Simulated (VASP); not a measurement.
# HgTe in VASP: further runs, part 2 of 2

VASP 6.6.1. The steps go on from the part before.

## Step 3: Single point, PBE

Contents of INCAR:

```
PREC = Accurate
ENCUT = 520
EDIFF = 1E-6
ISMEAR = 0
SIGMA = 0.1
LREAL = False
LASPH = True
NELM = 60
ALGO = Normal
ISIF = 2
LWAVE = False
LCHARG = False
LDIPOL = True
IDIPOL = 3
DIPOL = 0.5 0.5 0.500
GGA = PE
NBANDS = 56
LUSENCCL = False
```

Contents of KPOINTS:

```
Automatic mesh
0
Gamma
  8 5 1
```

Contents of POSCAR:

```
HgTe
1.0
    4.7019745464      0.0000000000      0.0000000000
    0.0000000000      6.6495961734      0.0000000000
    0.0000000000      0.0000000000     24.4039490927
Hg Te
5 5
Direct
    0.5000000000      0.4504153134      0.3312113370
    0.0000000000      0.0231188540      0.3975456440
    0.5000000000      0.5054777137      0.5000036890
    0.0000000000      0.0232042918      0.6024279433
    0.5000000000      0.4504341522      0.6687940310
    0.0000000000      0.2500757255      0.2990491693
    0.5000000000      0.7707524443      0.4059637918
    0.0000000000      0.2556660672      0.5000027420
    0.5000000000      0.7707807704      0.5940540612
    0.0000000000      0.2500746675      0.7009475914
```

Potentials or basis: VASP PAW PBE potentials, release 64 (Hg, Te).

Started as:

```
cat potpaw_PBE.64/Hg/POTCAR potpaw_PBE.64/Te/POTCAR > POTCAR
mpirun -np 1 vasp_std > vasp.out
```

OUTCAR:

```text
PREC = Accurate
   ENCUT = 520
   EDIFF = 1E-6
   ISMEAR = 0
   LREAL = False
   LASPH = True
   NELM = 60
   ISIF = 2
   GGA = PE

 ion  position               nearest neighbor table
   1  0.500  0.450  0.331-   7 2.80   6 2.81   6 2.81
   2  0.000  0.023  0.398-   6 2.84   7 2.90   7 2.90   8 2.94
   3  0.500  0.505  0.500-   8 2.88   8 2.88   7 2.89   9 2.89
   4  0.000  0.023  0.602-  10 2.84   9 2.90   9 2.90   8 2.94
   5  0.500  0.450  0.669-   9 2.80  10 2.81  10 2.81
   6  0.000  0.250  0.299-   1 2.81   1 2.81   2 2.84
   7  0.500  0.771  0.406-   1 2.80   3 2.89   2 2.90   2 2.90
   8  0.000  0.256  0.500-   3 2.88   3 2.88   4 2.94   2 2.94
   9  0.500  0.771  0.594-   5 2.80   3 2.89   4 2.90   4 2.90
  10  0.000  0.250  0.701-   5 2.81   5 2.81   4 2.84

  LATTYP: Found a simple orthorhombic cell.
 ALAT       =     4.7019745464
 B/A-ratio  =     1.4142135624
 C/A-ratio  =     5.1901491282

  Lattice vectors:

 A1 = (   4.7019745464,   0.0000000000,   0.0000000000)
 A2 = (   0.0000000000,   6.6495961734,   0.0000000000)
 A3 = (   0.0000000000,   0.0000000000,  24.4039490927)

Analysis of symmetry for initial positions (statically):
=====================================================================
 Subroutine PRICEL returns:
 Original cell was already a primitive cell.

 Routine SETGRP: Setting up the symmetry group for a
 simple orthorhombic supercell.

 Subroutine GETGRP returns: Found  2 space group operations
 (whereof  2 operations were pure point group operations)
 out of a pool of  8 trial point group operations.

The static configuration has the point symmetry C_1h.

Analysis of symmetry for dynamics (positions and initial velocities):
=====================================================================
 Subroutine PRICEL returns:
 Original cell was already a primitive cell.

 Routine SETGRP: Setting up the symmetry group for a
[... 146 lines left out ...]
  volume of cell :      763.02
 maximum number of plane-waves:     20634
 NGX is ok and might be reduce to    36
   NGX = 17   NGY = 25   NGZ = 91

 dipolmoment           0.000000      0.000000     -0.000000 electrons x Angstroem

 number of electron      89.9999996 magnetization

 dipolmoment           0.000000      0.000000      0.000219 electrons x Angstroem

 Free energy of the ion-electron system (eV)
  ---------------------------------------------------
  ext. energy  EPLUGINS =         0.00000000
  ---------------------------------------------------
  free energy    TOTEN  =       -17.79853594 eV

  energy without entropy =      -17.79840381  energy(sigma->0) =      -17.79846987

 E-fermi :  -1.3142     XC(G=0):  -4.4975

 val. band max:       -1.4891299329   @ k =   0.0000   0.0000   0.0000
 cond. band min:      -1.1392109360   @ k =   0.0000   0.0000   0.0000
 fundamental gap:      0.3499189969
 Fermi energy:        -1.3141703584

 k-point     1 :       0.0000    0.0000    0.0000
  band No.  band energies     occupation
      1     -12.7769      2.00000
      2     -12.6045      2.00000
      3     -12.2903      2.00000
      4     -12.1906      2.00000
      5     -12.1663      2.00000
      6      -8.4361      2.00000
[... 874 lines left out ...]
     55       3.4323      0.00000
     56       3.8130      0.00000

------------------------ aborting loop because EDIFF is reached ----------------------------------------

 vacuum level on the upper side and lower side of the slab       (xc-potential included)        -0.036        -0.037

  FORCE on cell =-STRESS in cart. coord.  units (eV):
  Direction    XX          YY          ZZ          XY          YZ          ZX
  --------------------------------------------------------------------------------------
  -------------------------------------------------------------------------------------
  Total       -1.1573808     -0.1894725      0.0833970      0.0000000     -0.0053701      0.0000000
  in kB       -2.4302514     -0.3978516      0.1751159      0.0000000     -0.0112760      0.0000000
  external PRESSURE =      -0.8843291 kB  Pullay stress =       0.0000000 kB

 VOLUME and BASIS-vectors are now :
 -----------------------------------------------------------------------------
  energy-cutoff  :      520.00
  volume of cell :      763.02
      direct lattice vectors                 reciprocal lattice vectors
     4.701974546  0.000000000  0.000000000     0.212676609  0.000000000  0.000000000
     0.000000000  6.649596173  0.000000000     0.000000000  0.150385072  0.000000000
     0.000000000  0.000000000 24.403949093     0.000000000  0.000000000  0.040976975

 POSITION                                       TOTAL-FORCE (eV/Angst)
 -----------------------------------------------------------------------------------
      2.35099      2.99508      8.08286         0.000000     -0.002567     -0.005274
      0.00000      0.15373      9.70168         0.000000      0.005569      0.021469
      2.35099      3.36122     12.20206         0.000000     -0.011567      0.001278
      0.00000      0.15430     14.70162         0.000000      0.004672     -0.019572
      2.35099      2.99521     16.32122         0.000000     -0.003175      0.005846
      0.00000      1.66290      7.29798         0.000000     -0.004115     -0.024212
      2.35099      5.12519      9.90712         0.000000      0.007383      0.001081
      0.00000      1.70008     12.20204         0.000000      0.000683     -0.001691
      2.35099      5.12538     14.49727         0.000000      0.007338     -0.002773
      0.00000      1.66290     17.10589         0.000000     -0.004221      0.023848
 -----------------------------------------------------------------------------------
    total drift:                                0.000000      0.000350     -0.000003

  FREE ENERGIE OF THE ION-ELECTRON SYSTEM (eV)
  ---------------------------------------------------
  free  energy   TOTEN  =       -17.7985359372 eV

  energy  without entropy=      -17.7984038118  energy(sigma->0) =      -17.79846987

 vacuum level on the upper side and lower side of the slab         3.412         3.411
```

OSZICAR:

```text
N       E                     dE             d eps       ncg     rms          rms(c)
DAV:   1     0.649792281007E+03    0.64979E+03   -0.33152E+04  1680   0.125E+03
DAV:   2     0.385489146559E+02   -0.61124E+03   -0.58846E+03  2056   0.268E+02
DAV:   3    -0.175433683160E+02   -0.56092E+02   -0.55560E+02  1952   0.808E+01
[... 12 lines left out ...]
DAV:  16    -0.177985249590E+02   -0.20410E-04   -0.28775E-06  1312   0.369E-03    0.711E-03
DAV:  17    -0.177985297633E+02   -0.48044E-05   -0.28207E-07  1344   0.130E-03    0.245E-03
DAV:  18    -0.177985338914E+02   -0.41281E-05   -0.28656E-07  1224   0.104E-03    0.195E-03
DAV:  19    -0.177985353958E+02   -0.15044E-05   -0.95172E-08  1216   0.675E-04    0.110E-03
DAV:  20    -0.177985359372E+02   -0.54139E-06   -0.28159E-08  1088   0.334E-04
   1 F= -.17798536E+02 E0= -.17798470E+02  d E =-.132125E-03
```

Run time: 2.6 min. Hardware: 1 × NVIDIA H100 80GB with 1 thread of AMD EPYC 7R13 (Zen 3), shared host; peak memory 1.8 GiB.

What came out:

```yaml
Free_energy: -17.7985 eV
Largest_force: 0.025 eV/Å
Band_gap_on_the_k_mesh: 0.35 eV, direct
```

Forces on the atoms (eV/Å):
```
Hg   0.000 -0.003 -0.005
Hg   0.000  0.006  0.021
Hg   0.000 -0.012  0.001
Hg   0.000  0.005 -0.020
Hg   0.000 -0.003  0.006
Te   0.000 -0.004 -0.024
Te   0.000  0.007  0.001
Te   0.000  0.001 -0.002
Te   0.000  0.007 -0.003
Te   0.000 -0.004  0.024
```

Levels at points of the mesh, in eV from the valence-band top:
```csv
k point,band 43,band 44,band 45,band 46,band 47,band 48
"(0.00, 0.00, 0.00)",-0.39,-0.23,0.00,0.35,1.24,1.51
"(0.50, 0.00, 0.00)",-1.33,-1.15,-0.96,1.79,1.96,2.09
```

Caveat: spin-orbit coupling is left out, which moves the levels of the heavy elements.

## Step 4: Relaxation of the atoms, PBE

Contents of INCAR:

```
PREC = Accurate
ENCUT = 520
EDIFF = 1E-7
ISMEAR = 0
SIGMA = 0.1
LREAL = False
LASPH = True
NELM = 100
ALGO = Normal
ISIF = 2
LWAVE = False
LCHARG = False
LDIPOL = True
IDIPOL = 3
DIPOL = 0.5 0.5 0.500
GGA = PE
IBRION = 2
NSW = 80
EDIFFG = -0.02
LUSENCCL = False
```

Contents of KPOINTS:

```
regular mesh
0
Gamma
  8 5 1
```

Contents of POSCAR:

```
HgTe
1.0
    4.7019745464      0.0000000000      0.0000000000
    0.0000000000      6.6495961734      0.0000000000
    0.0000000000      0.0000000000     24.4039490927
Hg Te
5 5
Direct
    0.5000000000      0.5000000000      0.3073273089
    0.0000000000      0.0000000000      0.4036636544
    0.5000000000      0.5000000000      0.5000000000
    0.0000000000      0.0000000000      0.5963363456
    0.5000000000      0.5000000000      0.6926726911
    0.0000000000      0.2500000000      0.3073273089
    0.5000000000      0.7500000000      0.4036636544
    0.0000000000      0.2500000000      0.5000000000
    0.5000000000      0.7500000000      0.5963363456
    0.0000000000      0.2500000000      0.6926726911
```

Started as:

```
cat potpaw_PBE.64/Hg/POTCAR potpaw_PBE.64/Te/POTCAR > POTCAR
mpirun -np 1 vasp_std > vasp.out
```

Wall time 21 min (1 × NVIDIA H100 80GB with 1 thread of AMD EPYC 7R13 (Zen 3), shared host); peak memory 1.9 GiB.

It converged, with:

```
Free energy                  : -17.7989 eV
Energy gained by relaxing    : 89.7 meV/atom
Ionic steps                  : 18
Largest force after relaxing : 0.008 eV/Å
Band gap on the k mesh       : 0.35 eV, direct
```

Forces on the atoms (eV/Å):
```
Hg   0.000 -0.005  0.003
Hg   0.000  0.008  0.000
Hg   0.000  0.001  0.000
Hg   0.000  0.008  0.000
Hg   0.000 -0.005 -0.003
Te   0.000  0.004  0.000
Te   0.000 -0.004  0.003
Te   0.000 -0.007  0.000
Te   0.000 -0.004 -0.003
Te   0.000  0.004  0.000
```

The path:
```
step  energy change (eV)  largest force (eV/Å)  pressure (GPa)
   1              0.0000                1.0167           -0.22
   2             -0.1558                0.9005           -0.21
   3             -0.4603                0.5719           -0.11
   4             -0.3951                0.7624            0.12
   5             -0.5293                0.5285            0.00
   6             -0.6777                0.4035           -0.14
   7             -0.8030                0.4029           -0.39
   8             -0.8783                0.1284           -0.35
   9             -0.8786                0.1052           -0.34
  10             -0.8842                0.0600           -0.31
  11             -0.8863                0.0894           -0.27
  12             -0.8907                0.0574           -0.24
  13             -0.8939                0.0953           -0.19
  14             -0.8965                0.0282           -0.15
  15             -0.8968                0.0233           -0.14
  16             -0.8972                0.0210           -0.12
  17             -0.8972                0.0235           -0.12
  18             -0.8974                0.0081           -0.12
```

Final structure:
```
CELL_PARAMETERS angstrom
4.70197 0.00000 0.00000
0.00000 6.64960 0.00000
0.00000 0.00000 24.40395
ATOMIC_POSITIONS crystal
Hg 0.50000 0.44993 0.33069
Hg 0.00000 0.02374 0.39793
Hg 0.50000 0.50702 0.50000
Hg 0.00000 0.02374 0.60207
Hg 0.50000 0.44993 0.66931
Te 0.00000 0.24866 0.29877
Te 0.50000 0.77067 0.40562
Te 0.00000 0.25697 0.50000
Te 0.50000 0.77067 0.59438
Te 0.00000 0.24866 0.70123
```

Levels at points of the mesh, in eV from the valence-band top:
| k point | band 42 | band 43 | band 44 | band 45 | band 46 | band 47 | band 48 | band 49 |
| --- | --- | --- | --- | --- | --- | --- | --- | --- |
| (0.00, 0.00, 0.00) | -0.45 | -0.39 | -0.23 | 0.00 | 0.35 | 1.24 | 1.51 | 1.99 |
| (0.50, 0.00, 0.00) | -1.49 | -1.33 | -1.15 | -0.96 | 1.79 | 1.96 | 2.08 | 2.16 |

Caveat: spin-orbit coupling is left out, which moves the levels of the heavy elements.
